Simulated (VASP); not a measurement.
# PtSe2 (Sudovikovite) (P-3m1) in VASP: notebook, part 2 of 2

VASP 6.6.1. Earlier steps stand in the parts before.

## Step 4: Single point, PBE+D3(BJ)

This run uses another cell than the first one, of 19.45 Å³/atom, 1.091 times its volume.

Contents of INCAR:

```
SYSTEM = PtSe2
ALGO = Normal ; EDIFF = 1E-6
ENCUT = 520 ; GGA = PE
ISIF = 2 ; ISMEAR = -1
IVDW = 12 ; LASPH = .True.
LCHARG = .False. ; LREAL = .False.
LWAVE = .False. ; NBANDS = 18
NELM = 100 ; PREC = Accurate
SIGMA = 0.15
```

Contents of KPOINTS:

```
k-points
0
Gamma
  9 9 6
  0 0 0
```

Contents of POSCAR:

```
PtSe2
1.0
    3.6736695059      0.0000000000      0.0000000000
   -1.8368347530      3.1814924947      0.0000000000
    0.0000000000      0.0000000000      4.9935862081
Pt Se
1 2
Direct
    0.0000000000      0.0000000000      0.0000000000
    0.3333333333      0.6666666667      0.2500000000
    0.6666666667      0.3333333333      0.7500000000
```

Potentials or basis: VASP PAW PBE potentials, release 64 (Pt, Se).

Command:

```sh
$ cat potpaw_PBE.64/Pt/POTCAR potpaw_PBE.64/Se/POTCAR > POTCAR
$ mpirun -np 1 vasp_std > vasp.out
```

OUTCAR:

```text
SYSTEM = PtSe2
   EDIFF = 1E-6
   ENCUT = 520
   GGA = PE
   ISIF = 2
   ISMEAR = -1
   IVDW = 12
   LASPH = .True.
   LREAL = .False.
   NELM = 100
   PREC = Accurate
 IVDW          = 12

 ion  position               nearest neighbor table
   1  0.000  0.000  0.000-   2 2.46   3 2.46   3 2.46   2 2.46   3 2.46   2 2.46
   2  0.333  0.667  0.250-   1 2.46   1 2.46   1 2.46
   3  0.667  0.333  0.750-   1 2.46   1 2.46   1 2.46

  LATTYP: Found a hexagonal cell.
 ALAT       =     3.6736695059
 C/A-ratio  =     1.3592910849

[... 695 lines left out ...]

 Edisp (eV)   -1.49161

 E8    (eV) :    -0.6397

  FORCE on cell =-STRESS in cart. coord.  units (eV):
  Direction    XX          YY          ZZ          XY          YZ          ZX
  --------------------------------------------------------------------------------------
  -------------------------------------------------------------------------------------
  Total       4.11666     4.11666     2.43052    -0.00000     0.00000     0.00000
  in kB     113.00870   113.00880    66.72161    -0.00000     0.00000     0.00000
  external pressure =       97.58 kB  Pullay stress =        0.00 kB

 VOLUME and BASIS-vectors are now :
 -----------------------------------------------------------------------------
  energy-cutoff  :      520.00
  volume of cell :       58.36
      direct lattice vectors                 reciprocal lattice vectors
     3.673669506  0.000000000  0.000000000     0.272207393  0.157158944  0.000000000
    -1.836834753  3.181492495  0.000000000     0.000000000  0.314317887  0.000000000
     0.000000000  0.000000000  4.993586208     0.000000000  0.000000000  0.200256881

 POSITION                                       TOTAL-FORCE (eV/Angst)
 -----------------------------------------------------------------------------------
      0.00000      0.00000      0.00000         0.000000     -0.000000      0.000000
     -0.00000      2.12099      1.24840        -0.000000     -0.000000      1.181259
      1.83683      1.06050      3.74519         0.000000      0.000000     -1.181259
 -----------------------------------------------------------------------------------
    total drift:                               -0.000000     -0.000000     -0.000000

  FREE ENERGIE OF THE ION-ELECTRON SYSTEM (eV)
  ---------------------------------------------------
  free  energy   TOTEN  =       -15.5414808091 eV

  energy  without entropy=      -15.4915177605  energy(sigma->0) =      -15.51649928
```

OSZICAR:

```text
N       E                     dE             d eps       ncg     rms          rms(c)
DAV:   1     0.112887383953E+03    0.11289E+03   -0.10135E+04  2240   0.108E+03
DAV:   2    -0.970459860352E+01   -0.12259E+03   -0.11855E+03  2732   0.217E+02
DAV:   3    -0.147928006408E+02   -0.50882E+01   -0.50471E+01  2754   0.436E+01
DAV:   4    -0.148315558760E+02   -0.38755E-01   -0.38725E-01  2740   0.407E+00
DAV:   5    -0.148319284119E+02   -0.37254E-03   -0.37253E-03  2798   0.402E-01    0.144E+01
DAV:   6    -0.142355756713E+02    0.59635E+00   -0.38336E+00  2324   0.183E+01    0.856E+00
DAV:   7    -0.140718854811E+02    0.16369E+00   -0.73884E-01  2300   0.853E+00    0.438E+00
DAV:   8    -0.140514940410E+02    0.20391E-01   -0.41304E-02  2472   0.165E+00    0.782E-01
DAV:   9    -0.140496778169E+02    0.18162E-02   -0.66985E-03  2504   0.777E-01    0.153E-01
DAV:  10    -0.140498736891E+02   -0.19587E-03   -0.89098E-04  2646   0.205E-01    0.505E-02
DAV:  11    -0.140498747828E+02   -0.10937E-05   -0.41940E-05  2826   0.595E-02    0.252E-02
DAV:  12    -0.140498756588E+02   -0.87595E-06   -0.92036E-06  2410   0.226E-02
   1 F= -.15541481E+02 E0= -.15516499E+02  d E =-.499630E-01
```

stdout:

```text
POSCAR found type information on POSCAR PtSe
 POSCAR found :  2 types and       3 ions
 scaLAPACK will be used
 LDA part: xc-table for (Slater+PW92), standard interpolation
 POSCAR, INCAR and KPOINTS ok, starting setup
 FFT: planning ... GRIDC
 FFT: planning ... GRID_SOFT
 FFT: planning ... GRID
 WAVECAR not read
 entering main loop
```

It took 25 s on 1 thread of Intel Xeon 6975P-C (Granite Rapids), shared host; peak memory 0.23 GiB.

What came out:

```
Free energy                : -15.5415 eV
Pressure                   : 9.8 GPa
Largest force              : 1.181 eV/Å
Band gap on the k mesh     : zero (band 11 reaches 7.52 eV, above the bottom of band 12 at 7.15 eV)
Dispersion energy per atom : -0.497 eV
```

Forces on the atoms (eV/Å):
```
Pt   0.000  0.000  0.000
Se   0.000  0.000  1.181
Se   0.000  0.000 -1.181
```

Levels at points of the mesh, in eV from the Fermi level:
| k point | band 7 | band 8 | band 9 | band 10 | band 11 | band 12 | band 13 | band 14 | band 15 | band 16 |
| --- | --- | --- | --- | --- | --- | --- | --- | --- | --- | --- |
| (0.00, 0.00, 0.00) | -4.23 | -2.66 | -1.08 | -1.08 | 0.46 | 1.58 | 1.58 | 3.56 | 4.56 | 7.31 |
| (0.00, 0.00, 0.50) | -4.26 | -3.07 | -1.64 | -1.53 | -1.53 | 2.50 | 2.50 | 4.82 | 6.64 | 6.79 |

Caveat: three body term missing; spin-orbit coupling is left out, which moves the levels of the heavy elements; pairwise dispersion overbinds metals, which lowers pressure and volume; forces of over 1 eV/Å act on the atoms, so gaps and moduli don't describe the material at rest.

## Step 5: Summary

| cell | gap on the mesh (eV) | pressure (GPa) | largest force (eV/Å) |
| --- | --- | --- | --- |
| a = 3.569, b = 3.569, c = 4.851 Å, angles 90.0, 90.0, 120.0°, 3 atoms | none | 27.5 | 2.65 |
| a = 3.622, b = 3.622, c = 4.923 Å, angles 90.0, 90.0, 120.0°, 3 atoms | none | 17.6 | 1.85 |
| a = 3.674, b = 3.674, c = 4.994 Å, angles 90.0, 90.0, 120.0°, 3 atoms | none | 9.8 | 1.18 |

Alike in all rows: task single point; level PBE+D3(BJ); potentials or basis VASP PAW PBE potentials, release 64 (Pt, Se); no spin polarisation; k mesh 9 × 9 × 6; cutoff (eV) 520; smearing fermi-dirac 0.15 eV.

Caveats: three body term missing; spin-orbit coupling is left out, which moves the levels of the heavy elements; pairwise dispersion overbinds metals, which lowers pressure and volume; forces of over 1 eV/Å act on the atoms, so gaps and moduli don't describe the material at rest.

Total energies depend on the potentials used, so only differences within one code and one set of settings carry meaning.
